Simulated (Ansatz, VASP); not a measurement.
**Ti in VASP and in Ansatz**

INCAR

```
SYSTEM = Ti
  PREC = Accurate
  ENCUT = 500
  EDIFF = 1E-6
  ISMEAR = -1
  SIGMA = 0.05
  LREAL = .FALSE.
  LASPH = .TRUE.
  NELM = 120
  ALGO = Normal
  ISIF = 2
  LWAVE = .FALSE.
  LCHARG = .FALSE.
  GGA = PS
  NBANDS = 12
  GGA_COMPAT = .FALSE.
```

The input KPOINTS:

```
Automatic mesh
0
G
  10 10 10
  0 0 0
```

POSCAR

```
Ti
1.0
   -1.6410000000      1.6410000000      1.6410000000
    1.6410000000     -1.6410000000      1.6410000000
    1.6410000000      1.6410000000     -1.6410000000
Ti
1
Direct
    0.0000000000      0.0000000000      0.0000000000
```

input.yaml

```yaml
crystal:
  lattice:
    - [-1.641, 1.641, 1.641]
    - [1.641, -1.641, 1.641]
    - [1.641, 1.641, -1.641]
  atoms:
    - { symbol: Ti, position: [0.0, 0.0, 0.0] }
hamiltonian:
  xc: pbesol
  pseudopotentials: { kind: paw }
kpoints:
  mp_grid: { grid: [10, 10, 10] }
  band_path:
    path:
      - [[0.0, 0.0, 0.0], [0.5, -0.5, 0.5], [0.0, 0.0, 0.5], [0.0, 0.0, 0.0], [0.25, 0.25, 0.25], [0.5, -0.5, 0.5]]
      - [[0.25, 0.25, 0.25], [0.0, 0.0, 0.5]]
    npoints: 14
scf:
  occupations: { method: fermi_dirac, width: 0.05 }
  n_extra_bands: 6
output:
  forces: true
  stress: true
  eigenvalues: true
  fatbands: false
```

Alike in both runs: functional PBEsol; k mesh 10 × 10 × 10; occupations fermi-dirac, width 0.05 eV; no spin polarisation.

```csv
,VASP,Ansatz
version,VASP 6.6.1,Ansatz 0.2.0
potentials or method,"VASP PAW PBE potentials, release 64 (Ti_sv)",Ansatz PAW
plane-wave cutoff (eV),500,420
valence electrons in the cell,12,12
task,single point,band structure
```

|  | VASP | Ansatz | Ansatz less VASP |
| --- | --- | --- | --- |
| gap on the k mesh at the Fermi level (eV) | none | none | - |
| pressure (GPa) | -6.9 | -6.7 | +0.22 |

VASP's potentials were made for PBE, not for PBEsol. A gap of «none» marks a metal or a gap that the smearing closes.
